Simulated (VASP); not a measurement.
# Be3Se2S (Imm2) in VASP: single point with PBE

Aim: the single point of Be3Se2S with PBE.

Program: VASP 6.6.1. These are calculated values, not measurements. Logs are shortened: lines on timing, memory, paths and dates and some standing lists are left out, and cuts for length are marked.

**1. The cell of the first run**

It takes space group Imm2 (No. 44, orthorhombic). Conventional cell: a = 3.591 Å, b = 10.771 Å, c = 5.074 Å, α = 90.00°, β = 90.00°, γ = 90.00°. Be (site symmetry m) has 1 S at 2.11 Å and 3 Se at 2.23 to 2.24 Å within 2.8 Å. Within 2.8 Å of Be (site symmetry mm2) lie 2 S at 2.15 Å and 2 Se at 2.24 Å. Se (site symmetry m) has 4 Be at 2.23 to 2.24 Å within 2.9 Å. S (site symmetry mm2) has 4 Be at 2.11 to 2.15 Å within 2.8 Å.

**2. Single point, PBE**

The input, INCAR:

```
  ALGO = Normal
  EDIFF = 1E-6
  ENCUT = 520
  GGA = PE
  ISIF = 2
  ISMEAR = 0
  LASPH = True
  LCHARG = True
  LELF = True
  LREAL = False
  LVHAR = True
  LWAVE = False
  NBANDS = 21
  NELM = 100
  PREC = Accurate
  SIGMA = 0.02
```

The input, KPOINTS:

```
k-points
0
Gamma
  8 8 8
```

The input, POSCAR:

```
Be3Se2S
1.0
   -1.7953462275      5.3853424128      2.5368331096
    1.7953462275     -5.3853424128      2.5368331096
    1.7953462275      5.3853424128     -2.5368331096
Be Se S
3 2 1
Direct
    0.4010723184      0.2411715152      0.1599008032
    0.0812707121      0.2411715152      0.8400991968
    0.7672923608      0.2672923608      0.5000000000
    0.3347898582      0.0002423270      0.3345475313
    0.6656947957      0.0002423270      0.6654524687
    0.9998799548      0.9998799548      0.0000000000
```

Potentials or basis: VASP PAW PBE potentials, release 64 (Be, Se, S).

Run with:

```bash
cat potpaw_PBE.64/Be/POTCAR potpaw_PBE.64/Se/POTCAR potpaw_PBE.64/S/POTCAR > POTCAR
mpirun -np 1 vasp_std > vasp.out
```

OUTCAR:

```text
EDIFF = 1E-6
   ENCUT = 520
   GGA = PE
   ISIF = 2
   ISMEAR = 0
   LASPH = True
   LREAL = False
   NELM = 100
   PREC = Accurate

 ion  position               nearest neighbor table
   1  0.401  0.241  0.160-   6 2.11   5 2.23   5 2.23   4 2.24
   2  0.081  0.241  0.840-   6 2.11   4 2.23   4 2.23   5 2.24
   3  0.767  0.267  0.500-   6 2.15   6 2.15   5 2.24   4 2.24
   4  0.335  0.000  0.335-   2 2.23   2 2.23   3 2.24   1 2.24
   5  0.666  0.000  0.665-   1 2.23   1 2.23   3 2.24   2 2.24
   6  1.000  1.000  0.000-   2 2.11   1 2.11   3 2.15   3 2.15

  LATTYP: Found a body centered orthorhombic cell.
 ALAT       =     3.5906924550
 B/A-ratio  =     1.4130049518
 C/A-ratio  =     2.9996121808

  Lattice vectors:

 A1 = (   1.7953462275,  -5.3853424128,  -2.5368331096)
 A2 = (  -1.7953462275,  -5.3853424128,   2.5368331096)
 A3 = (  -1.7953462275,   5.3853424128,  -2.5368331096)

Analysis of symmetry for initial positions (statically):
=====================================================================
 Subroutine PRICEL returns:
 Original cell was already a primitive cell.

 Routine SETGRP: Setting up the symmetry group for a
 body centered orthorhombic supercell.

 Subroutine GETGRP returns: Found  4 space group operations
 (whereof  4 operations were pure point group operations)
 out of a pool of  8 trial point group operations.

The static configuration has the point symmetry C_2v.

Analysis of symmetry for dynamics (positions and initial velocities):
=====================================================================
 Subroutine PRICEL returns:
 Original cell was already a primitive cell.

 Routine SETGRP: Setting up the symmetry group for a
 body centered orthorhombic supercell.

 Subroutine GETGRP returns: Found  4 space group operations
 (whereof  4 operations were pure point group operations)
 out of a pool of  8 trial point group operations.

The dynamic configuration has the point symmetry C_2v.

 Subroutine INISYM returns: Found  4 space group operations
 (whereof  4 operations are pure point group operations),
 and found     1 'primitive' translations

----------------------------------------------------------------------------------------

                                     Primitive cell

  volume of cell :      98.1100

  direct lattice vectors                    reciprocal lattice vectors
    -1.795346228  5.385342413  2.536833110     0.000000000  0.092844607  0.197096135
     1.795346228 -5.385342413  2.536833110     0.278497814  0.000000000  0.197096135
     1.795346228  5.385342413 -2.536833110     0.278497814  0.092844607  0.000000000

  length of vectors
     6.217773171  6.217773171  6.217773171     0.217869244  0.341186047  0.293566268

  position of ions in fractional coordinates (direct lattice)
     0.401072318  0.241171515  0.159900803
     0.081270712  0.241171515  0.840099197
     0.767292361  0.267292361  0.500000000
     0.334789858  0.000242327  0.334547531
     0.665694796  0.000242327  0.665452469
     0.999879955  0.999879955  0.000000000

  ion indices of the primitive-cell ions
   primitive index   ion index
                 1           1
                 2           2
                 3           3
                 4           4
                 5           5
                 6           6

----------------------------------------------------------------------------------------

 KPOINTS: k-points

Automatic generation of k-mesh.
 Grid dimensions read from file:
 generate k-points for:    8    8    8

 Generating k-lattice:

  Cartesian coordinates                     Fractional coordinates (reciprocal lattice)
     0.000000000  0.011605576  0.024637017     0.125000000  0.000000000 -0.000000000
     0.034812227  0.000000000  0.024637017     0.000000000  0.125000000 -0.000000000
     0.034812227  0.011605576  0.000000000     0.000000000  0.000000000  0.125000000

  Length of vectors
     0.027233655  0.042648256  0.036695783

  Shift w.r.t. Gamma in fractional coordinates (k-lattice)
     0.000000000  0.000000000  0.000000000

 Subroutine IBZKPT returns following result:
 ===========================================

 Found     95 irreducible k-points:

 Following reciprocal coordinates:
            Coordinates               Weight
  0.000000  0.000000  0.000000      1.000000
  0.125000  0.000000 -0.000000      4.000000
  0.250000  0.000000 -0.000000      4.000000
  0.375000  0.000000  0.000000      4.000000
  0.500000  0.000000 -0.000000      2.000000
  0.000000  0.125000 -0.000000      4.000000
[... 16 lines left out ...]
  0.125000  0.375000  0.000000      8.000000
  0.250000  0.375000 -0.000000      8.000000
 [... further k-points ...]
   k-points           NKPTS =     95   k-points in BZ     NKDIM =     95   number of bands    NBANDS=     21
   number of dos      NEDOS =    301   number of ions     NIONS =      6
   total plane-waves  NPLWV = 110592
   dimension x,y,z NGX =    48 NGY =   48 NGZ =   48
   dimension x,y,z NGXF=    96 NGYF=   96 NGZF=   96
   ions per type =               3   2   1
   NGX,Y,Z   is equivalent  to a cutoff of  12.83, 12.83, 12.83 a.u.
   NGXF,Y,Z  is equivalent  to a cutoff of  25.67, 25.67, 25.67 a.u.
 SYSTEM =  unknown system
   PREC   = accura    normal or accurate (medium, high low for compatibility)
   ISTART =      0    job   : 0-new  1-cont  2-samecut
   ICHARG =      2    charge: 1-file 2-atom 10-const
   ISPIN  =      1    spin polarized calculation?
   LNONCOLLINEAR =      F non collinear calculations
   LSORBIT =      F    spin-orbit coupling
   LASPH  =      T    aspherical Exc in radial PAW
   ENCUT  =  520.0 eV  38.22 Ry    6.18 a.u.  11.56 11.56 11.56*2*pi/ulx,y,z
   NELM   =    100;   NELMIN=  2; NELMDL= -5     # of ELM steps
   EDIFF  = 0.1E-05   stopping-criterion for ELM
   LREAL  =      F    real-space projection
   EDIFFG = 0.1E-04   stopping-criterion for IOM
   NSW    =      0    number of steps for IOM
   IBRION =     -1    ionic relax: 0-MD 1-quasi-New 2-CG
   NFREE  =      0    steps in history (QN), initial steepest desc. (CG)
   ISIF   =      2    stress and relaxation
   ISYM   =      2    0-nonsym 1-usesym 2-fastsym
   POTIM  = 0.5000    time-step for ionic-motion
   TEBEG  =    0.0;   TEEND  =   0.0 temperature during run
   PSTRESS=    0.0 pullay stress
   NELECT =      24.0000    total number of electrons
   NUPDOWN=      -1.0000    fix difference up-down
   EMIN   =  10.00;   EMAX   =-10.00  energy-range for DOS
   EFERMI =   0.00;   METHOD = LEGACY
   ISMEAR =     0;   SIGMA  =   0.02  broadening in eV -4-tet -1-fermi 0-gaus
   EFERMI_NEDOS =   21; number of points for ismear=-14 and -15
   IALGO  =     38    algorithm
   IMIX   =      4    mixing-type and parameters
     AMIX     =   0.40;   BMIX     =  1.00
     AMIX_MAG =   1.60;   BMIX_MAG =  1.00
  volume/ion in A,a.u.               =      16.35       110.35
  Fermi-wavevector in a.u.,A,eV,Ry     =   1.023860  1.934816 14.262855  1.048290
  Thomas-Fermi vector in A             =   2.157617
   LORBIT       =      0    0 simple, 1 ext, 2 COOP (PROOUT), +10 PAW based schemes
   GGA     = PE    functional components
   LHFCALC =     F    Hartree Fock is set to
   AEXX    =    0.0000 exact exchange contribution
   IVDW    =     0    specifies the selected vdW correction
   LEPSILON=     F    determine dielectric tensor
   LRPA    =     F    only Hartree local field effects (RPA)
 non-spin polarized calculation
 Gauss-broadening in eV      SIGMA  =   0.02
  energy-cutoff  :      520.00
  volume of cell :       98.11
 maximum number of plane-waves:      2668
 NGX is ok and might be reduce to    48
   NGX = 23   NGY = 23   NGZ = 23

 number of electron      23.9999999 magnetization

 Free energy of the ion-electron system (eV)
  ---------------------------------------------------
  ext. energy  EPLUGINS =         0.00000000
  ---------------------------------------------------
  free energy    TOTEN  =       -27.67274302 eV

  energy without entropy =      -27.67274302  energy(sigma->0) =      -27.67274302

 E-fermi :   3.6747     XC(G=0):  -9.4601

 val. band max:        3.5551308078   @ k =   0.0000   0.0000   0.0000
 cond. band min:       6.2289715898   @ k =   0.5000   0.5000   0.5000
 fundamental gap:      2.6738407820
 Fermi energy:         3.6747189400

 k-point     1 :       0.0000    0.0000    0.0000
  band No.  band energies     occupation
      1     -10.2139      2.00000
      2      -8.5486      2.00000
      3      -8.3711      2.00000
      4      -1.1771      2.00000
      5      -1.0450      2.00000
      6      -0.6479      2.00000
[... 13 lines left out ...]
     20      12.2540      0.00000
     21      12.3187      0.00000

 k-point     2 :       0.1250    0.0000   -0.0000
  band No.  band energies     occupation
      1     -10.1492      2.00000
      2      -8.6112      2.00000
      3      -8.4111      2.00000
      4      -1.4858      2.00000
      5      -1.3507      2.00000
      6      -0.1650      2.00000
[... 13 lines left out ...]
     20      11.5359      0.00000
     21      11.5656      0.00000

 k-point     3 :       0.2500    0.0000   -0.0000
  band No.  band energies     occupation
      1      -9.9608      2.00000
      2      -8.7410      2.00000
      3      -8.5690      2.00000
      4      -1.8680      2.00000
      5      -1.3937      2.00000
      6       0.5243      2.00000
[... 13 lines left out ...]
     20      10.5828      0.00000
     21      10.7632      0.00000
[... 457 lines left out ...]
 k-point    23 :       0.1250    0.3750    0.0000
  band No.  band energies     occupation
      1      -8.9534      2.00000
      2      -8.6384      2.00000
      3      -8.4394      2.00000
      4      -1.8612      2.00000
      5      -1.3261      2.00000
      6      -1.0734      2.00000
[... 13 lines left out ...]
     20      11.6508      0.00000
     21      11.9921      0.00000

 k-point    24 :       0.2500    0.3750   -0.0000
  band No.  band energies     occupation
      1      -8.8859      2.00000
      2      -8.7112      2.00000
      3      -8.4659      2.00000
      4      -1.9139      2.00000
      5      -1.2525      2.00000
      6      -1.0854      2.00000
[... 13 lines left out ...]
     20      10.8540      0.00000
     21      11.2732      0.00000

 [... further k-points ...]

------------------------ aborting loop because EDIFF is reached ----------------------------------------

  FORCE on cell =-STRESS in cart. coord.  units (eV):
  Direction    XX          YY          ZZ          XY          YZ          ZX
  --------------------------------------------------------------------------------------
  -------------------------------------------------------------------------------------
  Total        0.0845703      0.0797446      0.0898965      0.0000000      0.0000000      0.0000000
  in kB        1.3810675      1.3022615      1.4680464      0.0000000      0.0000000      0.0000000
  external PRESSURE =       1.3837918 kB  Pullay stress =       0.0000000 kB

 VOLUME and BASIS-vectors are now :
 -----------------------------------------------------------------------------
  energy-cutoff  :      520.00
  volume of cell :       98.11
      direct lattice vectors                 reciprocal lattice vectors
    -1.795346228  5.385342413  2.536833110     0.000000000  0.092844607  0.197096135
     1.795346228 -5.385342413  2.536833110     0.278497814  0.000000000  0.197096135
     1.795346228  5.385342413 -2.536833110     0.278497814  0.092844607  0.000000000

 POSITION                                       TOTAL-FORCE (eV/Angst)
 -----------------------------------------------------------------------------------
      0.00000      1.72224      1.22362        -0.000000     -0.007221     -0.006306
      1.79535      3.66310     -1.31321        -0.000000      0.007221     -0.006306
      0.00000      5.38534      1.35615         0.000000      0.000000      0.011286
      0.00000      3.60331      0.00123         0.000000     -0.001644      0.001462
      0.00000      7.16738      0.00123         0.000000      0.001644      0.001462
      0.00000      0.00000      5.07306         0.000000      0.000000     -0.001599
 -----------------------------------------------------------------------------------
    total drift:                                0.000000      0.000001      0.000120

  FREE ENERGIE OF THE ION-ELECTRON SYSTEM (eV)
  ---------------------------------------------------
  free  energy   TOTEN  =       -27.6727430171 eV

  energy  without entropy=      -27.6727430171  energy(sigma->0) =      -27.67274302
```

It took 3.5 min on 1 thread of Intel Xeon Platinum 8488C (Sapphire Rapids), shared host; peak memory 0.44 GiB.

What came out:

```
Free energy            : -27.6727 eV
Pressure               : 0.1 GPa
Largest force          : 0.011 eV/Å
Band gap on the k mesh : 2.67 eV (least direct gap 2.85 eV)
```

Forces in eV/Å, atoms in the order of the input:
```
Be   0.000 -0.007 -0.006
Be   0.000  0.007 -0.006
Be   0.000  0.000  0.011
Se   0.000 -0.002  0.001
Se   0.000  0.002  0.001
S    0.000  0.000 -0.002
```

Levels at points of the mesh, in eV from the valence-band top:
| k point | band 8 | band 9 | band 10 | band 11 | band 12 | band 13 | band 14 | band 15 | band 16 | band 17 |
| --- | --- | --- | --- | --- | --- | --- | --- | --- | --- | --- |
| (0.00, 0.00, 0.00) | -2.42 | -1.62 | -0.13 | -0.12 | 0.00 | 4.03 | 4.47 | 4.63 | 5.10 | 5.13 |
| (0.50, 0.00, 0.00) | -1.86 | -1.34 | -1.25 | -1.12 | -0.89 | 4.32 | 4.54 | 4.70 | 6.02 | 6.05 |
| (0.00, 0.50, 0.00) | -3.40 | -2.64 | -2.27 | -1.14 | -1.12 | 4.51 | 5.66 | 5.73 | 5.99 | 6.12 |
| (0.50, 0.50, 0.00) | -2.94 | -2.77 | -2.58 | -2.19 | -1.73 | 2.68 | 4.32 | 5.13 | 5.27 | 6.47 |
| (0.50, 0.50, 0.50) | -2.59 | -2.12 | -1.70 | -0.84 | -0.17 | 2.67 | 4.28 | 5.26 | 5.68 | 5.90 |
